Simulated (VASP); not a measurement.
# LiBe (Pm-3m) in VASP: a series of runs

Runs on LiBe. Level: r2SCAN. Tasks: relaxation of cell and atoms.

Program: VASP 6.6.1. These are calculated values, not measurements. Logs are shortened: lines on timing, memory, paths and dates and some standing lists are left out, and cuts for length are marked.

## 1. The cell of the first run

The structure is cubic, space group Pm-3m (No. 221). Conventional cell: a = 2.810 Å, b = 2.810 Å, c = 2.810 Å, α = 90.00°, β = 90.00°, γ = 90.00°. Within 3.2 Å of Li (site symmetry m-3m) lie 8 Be at 2.43 Å and 6 Li at 2.81 Å. Within 3.2 Å of Be (site symmetry m-3m) lie 8 Li at 2.43 Å and 6 Be at 2.81 Å.

## 2. Relaxation of cell and atoms, r2SCAN, target pressure 40 GPa, at which the enthalpy is minimised

POSCAR reads:

```
LiBe
1.0
    2.8100000000      0.0000000000      0.0000000000
    0.0000000000      2.8100000000      0.0000000000
    0.0000000000      0.0000000000      2.8100000000
Li Be
1 1
Direct
    0.0000000000      0.0000000000      0.0000000000
    0.5000000000      0.5000000000      0.5000000000
```

INCAR.step1 reads:

```
PREC = Accurate
ENCUT = 600
ISMEAR = 1
SIGMA = 0.1
LREAL = F
LASPH = T
NELM = 100
GGA = PE
ALGO = Normal
EDIFF = 1E-4
LWAVE = T
LCHARG = F
```

INCAR.step2 reads:

```
PREC = Accurate
ENCUT = 600
EDIFF = 1E-7
ISMEAR = 1
SIGMA = 0.1
LREAL = F
LASPH = T
NELM = 100
ALGO = Normal
ISIF = 3
LWAVE = F
LCHARG = F
METAGGA = R2SCAN
LMIXTAU = T
IBRION = 2
NSW = 80
EDIFFG = -0.02
PSTRESS = 400.0
ISTART = 1
```

KPOINTS reads:

```
Automatic mesh
0
Gamma
  7 7 7
```

Potentials or basis: VASP PAW PBE potentials, release 64 (Li_sv, Be).

The run is started by

```console
> cat potpaw_PBE.64/Li_sv/POTCAR potpaw_PBE.64/Be/POTCAR > POTCAR
> cp INCAR.step1 INCAR
> mpirun -np 1 vasp_std > vasp.out
> cp INCAR.step2 INCAR
> mpirun -np 1 vasp_std > vasp.out
```

OUTCAR:

```text
PREC = Accurate
   ENCUT = 600
   EDIFF = 1E-7
   ISMEAR = 1
   LREAL = F
   LASPH = T
   NELM = 100
   ISIF = 3
   METAGGA = R2SCAN
   IBRION = 2
   NSW = 80
   EDIFFG = -0.02
   PSTRESS = 400.0
   ISTART = 1

 ion  position               nearest neighbor table
   1  0.000  0.000  0.000-   2 2.43   2 2.43   2 2.43   2 2.43   2 2.43   2 2.43   2 2.43   2 2.43

   2  0.500  0.500  0.500-   1 2.43   1 2.43   1 2.43   1 2.43   1 2.43   1 2.43   1 2.43   1 2.43

  LATTYP: Found a simple cubic cell.
 ALAT       =     2.8100000000

  Lattice vectors:

 A1 = (   2.8100000000,   0.0000000000,   0.0000000000)
 A2 = (   0.0000000000,   2.8100000000,   0.0000000000)
 A3 = (   0.0000000000,   0.0000000000,   2.8100000000)

Analysis of symmetry for initial positions (statically):
=====================================================================
 Subroutine PRICEL returns:
 Original cell was already a primitive cell.

 Routine SETGRP: Setting up the symmetry group for a
 simple cubic supercell.

 Subroutine GETGRP returns: Found 48 space group operations
 (whereof 48 operations were pure point group operations)
 out of a pool of 48 trial point group operations.

The static configuration has the point symmetry O_h .

Analysis of symmetry for dynamics (positions and initial velocities):
=====================================================================
 Subroutine PRICEL returns:
 Original cell was already a primitive cell.

 Routine SETGRP: Setting up the symmetry group for a
 simple cubic supercell.

 Subroutine GETGRP returns: Found 48 space group operations
 (whereof 48 operations were pure point group operations)
 out of a pool of 48 trial point group operations.

The dynamic configuration has the point symmetry O_h .

 Subroutine INISYM returns: Found 48 space group operations
 (whereof 48 operations are pure point group operations),
 and found     1 'primitive' translations

----------------------------------------------------------------------------------------

                                     Primitive cell

  volume of cell :      22.1880

  direct lattice vectors                    reciprocal lattice vectors
     2.810000000  0.000000000  0.000000000     0.355871886  0.000000000  0.000000000
     0.000000000  2.810000000  0.000000000     0.000000000  0.355871886  0.000000000
     0.000000000  0.000000000  2.810000000     0.000000000  0.000000000  0.355871886

  length of vectors
     2.810000000  2.810000000  2.810000000     0.355871886  0.355871886  0.355871886

  position of ions in fractional coordinates (direct lattice)
     0.000000000  0.000000000  0.000000000
     0.500000000  0.500000000  0.500000000

  ion indices of the primitive-cell ions
   primitive index   ion index
                 1           1
                 2           2

----------------------------------------------------------------------------------------

 KPOINTS: Automatic mesh

Automatic generation of k-mesh.
 Grid dimensions read from file:
 generate k-points for:    7    7    7

 Generating k-lattice:

  Cartesian coordinates                     Fractional coordinates (reciprocal lattice)
     0.050838841  0.000000000  0.000000000     0.142857143  0.000000000  0.000000000
     0.000000000  0.050838841  0.000000000     0.000000000  0.142857143  0.000000000
     0.000000000  0.000000000  0.050838841     0.000000000  0.000000000  0.142857143

  Length of vectors
     0.050838841  0.050838841  0.050838841

  Shift w.r.t. Gamma in fractional coordinates (k-lattice)
     0.000000000  0.000000000  0.000000000

 Subroutine IBZKPT returns following result:
 ===========================================

 Found     20 irreducible k-points:

 Following reciprocal coordinates:
            Coordinates               Weight
  0.000000  0.000000  0.000000      1.000000
  0.142857  0.000000  0.000000      6.000000
  0.285714  0.000000  0.000000      6.000000
  0.428571  0.000000  0.000000      6.000000
  0.142857  0.142857  0.000000     12.000000
  0.285714  0.142857  0.000000     24.000000
[... 12 lines left out ...]
  0.428571  0.428571  0.285714     24.000000
  0.428571  0.428571  0.428571      8.000000
   k-points           NKPTS =     20   k-points in BZ     NKDIM =     20   number of bands    NBANDS=      6
   number of dos      NEDOS =    301   number of ions     NIONS =      2
   total plane-waves  NPLWV =  13824
   dimension x,y,z NGX =    24 NGY =   24 NGZ =   24
   dimension x,y,z NGXF=    48 NGYF=   48 NGZF=   48
   ions per type =               1   1
   NGX,Y,Z   is equivalent  to a cutoff of  14.20, 14.20, 14.20 a.u.
   NGXF,Y,Z  is equivalent  to a cutoff of  28.40, 28.40, 28.40 a.u.
 SYSTEM =  unknown system
   PREC   = accura    normal or accurate (medium, high low for compatibility)
   ISTART =      1    job   : 0-new  1-cont  2-samecut
   ICHARG =      0    charge: 1-file 2-atom 10-const
   ISPIN  =      1    spin polarized calculation?
   LNONCOLLINEAR =      F non collinear calculations
   LSORBIT =      F    spin-orbit coupling
   LASPH  =      T    aspherical Exc in radial PAW
   ENCUT  =  600.0 eV  44.10 Ry    6.64 a.u.   5.61  5.61  5.61*2*pi/ulx,y,z
   NELM   =    100;   NELMIN=  2; NELMDL=  0     # of ELM steps
   EDIFF  = 0.1E-06   stopping-criterion for ELM
   LREAL  =      F    real-space projection
   EDIFFG = -.2E-01   stopping-criterion for IOM
   NSW    =     80    number of steps for IOM
   IBRION =      2    ionic relax: 0-MD 1-quasi-New 2-CG
   NFREE  =      1    steps in history (QN), initial steepest desc. (CG)
   ISIF   =      3    stress and relaxation
   ISYM   =      2    0-nonsym 1-usesym 2-fastsym
   POTIM  = 0.5000    time-step for ionic-motion
   TEBEG  =    0.0;   TEEND  =   0.0 temperature during run
   PSTRESS=  400.0 pullay stress
   NELECT =       5.0000    total number of electrons
   NUPDOWN=      -1.0000    fix difference up-down
   EMIN   =  10.00;   EMAX   =-10.00  energy-range for DOS
   EFERMI =   0.00;   METHOD = LEGACY
   ISMEAR =     1;   SIGMA  =   0.10  broadening in eV -4-tet -1-fermi 0-gaus
   EFERMI_NEDOS =   21; number of points for ismear=-14 and -15
   IALGO  =     38    algorithm
   IMIX   =      4    mixing-type and parameters
     AMIX     =   0.40;   BMIX     =  1.00
     AMIX_MAG =   1.60;   BMIX_MAG =  1.00
  volume/ion in A,a.u.               =      11.09        74.87
  Fermi-wavevector in a.u.,A,eV,Ry     =   0.996227  1.882597 13.503363  0.992469
  Thomas-Fermi vector in A             =   2.128302
   LORBIT       =      0    0 simple, 1 ext, 2 COOP (PROOUT), +10 PAW based schemes
   METAGGA = R2SCAN    functional components
   LHFCALC =     F    Hartree Fock is set to
   AEXX    =    0.0000 exact exchange contribution
   IVDW    =     0    specifies the selected vdW correction
   LEPSILON=     F    determine dielectric tensor
   LRPA    =     F    only Hartree local field effects (RPA)
 conjugate gradient relaxation of ions
 non-spin polarized calculation
 Methfessel and Paxton  Order N= 1 SIGMA  =   0.10
  energy-cutoff  :      600.00
  volume of cell :       22.19
 maximum number of plane-waves:       747
 NGX is ok and might be reduce to    24
   NGX = 11   NGY = 11   NGZ = 11

--------------------------------------- Ionic step        1  -------------------------------------------

 number of electron       5.0000007 magnetization

 Free energy of the ion-electron system (eV)
  ---------------------------------------------------
  ext. energy  EPLUGINS =         0.00000000
  ---------------------------------------------------
  free energy    TOTEN  =        -6.00690899 eV

  energy without entropy =       -6.00537880  energy(sigma->0) =       -6.00639892

 E-fermi :   2.9890     XC(G=0):  -9.7254

 val. band max:        2.9606693858   @ k =   0.4286   0.2857   0.2857
 cond. band min:       3.5198689691   @ k =   0.4286   0.4286   0.2857
 fundamental gap:      0.5591995833
 Fermi energy:         2.9889659485

 k-point     1 :       0.0000    0.0000    0.0000
  band No.  band energies     occupation
      1     -43.4370      2.00000
      2      -4.0862      2.00000
      3       9.7237      0.00000
      4       9.7237      0.00000
      5       9.7237      0.00000
      6      14.0956      0.00000

 k-point     2 :       0.1429    0.0000    0.0000
  band No.  band energies     occupation
      1     -43.4331      2.00000
      2      -3.8041      2.00000
      3       7.0938      0.00000
      4      10.0794      0.00000
      5      10.0794      0.00000
      6      14.5070      0.00000
[... 227 lines left out ...]
  FREE ENERGIE OF THE ION-ELECTRON SYSTEM (eV)
  ---------------------------------------------------
  free  energy   TOTEN  =        -5.1726609974 eV

  energy  without entropy=       -5.1711308059  energy(sigma->0) =       -5.17215093

  enthalpy is  TOTEN    =        -1.5394344826 eV   P V=        3.6332265148

--------------------------------------- Ionic step        3  -------------------------------------------

 number of electron       4.9999996 magnetization

 Free energy of the ion-electron system (eV)
  ---------------------------------------------------
  ext. energy  EPLUGINS =         0.00000000
  ---------------------------------------------------
  free energy    TOTEN  =        -5.33164401 eV

  energy without entropy =       -5.33011382  energy(sigma->0) =       -5.33113395

 E-fermi :   5.2041     XC(G=0): -11.0437

 val. band max:        5.1757899212   @ k =   0.4286   0.2857   0.2857
 cond. band min:       5.7489136717   @ k =   0.4286   0.4286   0.2857
 fundamental gap:      0.5731237506
 Fermi energy:         5.2040864839

 k-point     1 :       0.0000    0.0000    0.0000
  band No.  band energies     occupation
      1     -40.8247      2.00000
      2      -2.6017      2.00000
      3      14.0474      0.00000
      4      14.0474      0.00000
      5      14.0474      0.00000
      6      18.8807      0.00000

 k-point     2 :       0.1429    0.0000    0.0000
  band No.  band energies     occupation
      1     -40.8096      2.00000
      2      -2.3101      2.00000
      3      10.5208      0.00000
      4      14.5224      0.00000
      5      14.5224      0.00000
      6      19.4084      0.00000
[... 182 lines left out ...]
 POSITION                                       TOTAL-FORCE (eV/Angst)
 -----------------------------------------------------------------------------------
      0.00000      0.00000      0.00000        -0.000000     -0.000000      0.000000
      1.23668      1.23668      1.23668         0.000000      0.000000      0.000000
 -----------------------------------------------------------------------------------
    total drift:                                0.000000      0.000000      0.000000

  FREE ENERGIE OF THE ION-ELECTRON SYSTEM (eV)
  ---------------------------------------------------
  free  energy   TOTEN  =        -5.3316440101 eV

  energy  without entropy=       -5.3301138186  energy(sigma->0) =       -5.33113395

  enthalpy is  TOTEN    =        -1.5541050202 eV   P V=        3.7775389899

 reached required accuracy - stopping structural energy minimisation
```

Wall time 35 s (1 thread of Intel Xeon Platinum 8259CL at 2.50GHz (Skylake/Cascade Lake), shared host); peak memory 0.14 GiB.

Results:

```
Free energy                                            : -5.3316 eV
Relaxed volume                                         : 7.57 Å³/atom
Relaxed cell                                           : a = 2.473 Å, b = 2.473 Å, c = 2.473 Å, α = 90.00°, β = 90.00°, γ = 90.00°
Space group after relaxing (to 0.05 Å)                 : Pm-3m (No. 221)
Energy change on relaxing (the enthalpy is what falls) : +337.6 meV/atom
Ionic steps                                            : 3
Pressure after relaxing                                : 40.1 GPa
```

The path:
```csv
step,energy change (eV),largest force (eV/Å),pressure (GPa),volume (Å³)
1,0.0000,0.0000,0.74,22.19
2,0.8342,0.0000,47.71,14.55
3,0.6753,0.0000,40.09,15.13
```

Final structure:
```cif
data_structure
_symmetry_space_group_name_H-M 'P 1'
_symmetry_Int_Tables_number 1
_cell_length_a 2.4734
_cell_length_b 2.4734
_cell_length_c 2.4734
_cell_angle_alpha 90.000
_cell_angle_beta 90.000
_cell_angle_gamma 90.000
_cell_volume 15.13
loop_
_atom_site_label
_atom_site_type_symbol
_atom_site_fract_x
_atom_site_fract_y
_atom_site_fract_z
_atom_site_occupancy
Li1 Li 0.00000 0.00000 0.00000 1
Be1 Be 0.50000 0.50000 0.50000 1
```

Caveat: the cutoff is under 1.25 times the usual one of these potentials, so pressure, stress and relaxed cells hold a basis-set (Pulay) error; the cell is relaxed towards a set pressure, so the enthalpy falls and the energy may rise; the volume moved by over 15 % at a fixed basis, so the end points are rough; the PAW data sets were made with another functional, which shifts forces and pressure a little.

## 3. Relaxation of cell and atoms, r2SCAN, target pressure 60 GPa, at which the enthalpy is minimised

POSCAR is that of step 2.

INCAR.step1 reads:

```
SYSTEM = LiBe
PREC = Accurate
ENCUT = 600
ISMEAR = 1
SIGMA = 0.1
LREAL = .FALSE.
LASPH = .TRUE.
NELM = 60
GGA = PE
ALGO = Normal
EDIFF = 1E-4
LWAVE = .TRUE.
LCHARG = .FALSE.
```

INCAR.step2 reads:

```
SYSTEM = LiBe
PREC = Accurate
ENCUT = 600
EDIFF = 1E-6
ISMEAR = 1
SIGMA = 0.1
LREAL = .FALSE.
LASPH = .TRUE.
NELM = 60
ALGO = Normal
ISIF = 3
LWAVE = .FALSE.
LCHARG = .FALSE.
METAGGA = R2SCAN
LMIXTAU = .TRUE.
IBRION = 2
NSW = 80
EDIFFG = -0.02
PSTRESS = 600.0
ISTART = 1
```

KPOINTS reads:

```
regular mesh
0
G
  7 7 7
  0 0 0
```

Potentials or basis: VASP PAW PBE potentials, release 64 (Li_sv, Be).

The run is started by

```console
> cat potpaw_PBE.64/Li_sv/POTCAR potpaw_PBE.64/Be/POTCAR > POTCAR
> cp INCAR.step1 INCAR
> mpirun -np 1 vasp_std > vasp.out
> cp INCAR.step2 INCAR
> mpirun -np 1 vasp_std > vasp.out
```

Wall time 96 s (1 thread of Intel Xeon Platinum 8259CL at 2.50GHz (Skylake/Cascade Lake), shared host); peak memory 0.14 GiB.

Results (log left out):

```
Free energy                                            : -4.8784 eV
Relaxed volume                                         : 6.83 Å³/atom
Relaxed cell                                           : a = 2.391 Å, b = 2.391 Å, c = 2.391 Å, α = 90.00°, β = 90.00°, γ = 90.00°
Space group after relaxing (to 0.05 Å)                 : Pm-3m (No. 221)
Energy change on relaxing (the enthalpy is what falls) : +564.2 meV/atom
Ionic steps                                            : 17
Pressure after relaxing                                : 59.8 GPa
```

The path:
```
step  energy change (eV)  largest force (eV/Å)  pressure (GPa)  volume (Å³)
   1              0.0000                0.0000            0.74        22.19
   2              2.2517                0.0000          105.54        11.45
   3              1.1651                0.0000           61.51        13.57
   4              1.1109                0.0000           59.00        13.71
   5              1.1112                0.0000           59.02        13.71
   6              1.1122                0.0000           59.04        13.71
   7              1.1122                0.0000           59.06        13.71
   8              1.1122                0.0000           59.06        13.71
   9              1.1122                0.0000           59.06        13.71
  10              1.1123                0.0000           59.06        13.71
  11              1.1124                0.0000           59.07        13.71
  12              1.1127                0.0000           59.08        13.71
  13              1.1132                0.0000           59.10        13.71
  14              1.1142                0.0000           59.15        13.71
  15              1.1162                0.0000           59.25        13.70
  16              1.1203                0.0000           59.43        13.69
  17              1.1285                0.0000           59.81        13.67
```

Final structure:
```
CELL_PARAMETERS angstrom
2.39083 0.00000 0.00000
0.00000 2.39083 0.00000
0.00000 0.00000 2.39083
ATOMIC_POSITIONS crystal
Li 0.00000 0.00000 0.00000
Be 0.50000 0.50000 0.50000
```

Levels at points of the mesh, in eV from the Fermi level:
| k point | band 1 | band 2 | band 3 | band 4 | band 5 | band 6 |
| --- | --- | --- | --- | --- | --- | --- |
| (0.00, 0.00, 0.00) | -46.02 | -7.94 | 9.49 | 9.49 | 9.49 | 14.48 |

Caveat: the cutoff is under 1.25 times the usual one of these potentials, so pressure, stress and relaxed cells hold a basis-set (Pulay) error; the cell is relaxed towards a set pressure, so the enthalpy falls and the energy may rise; the volume moved by over 15 % at a fixed basis, so the end points are rough; the PAW data sets were made with another functional, which shifts forces and pressure a little.
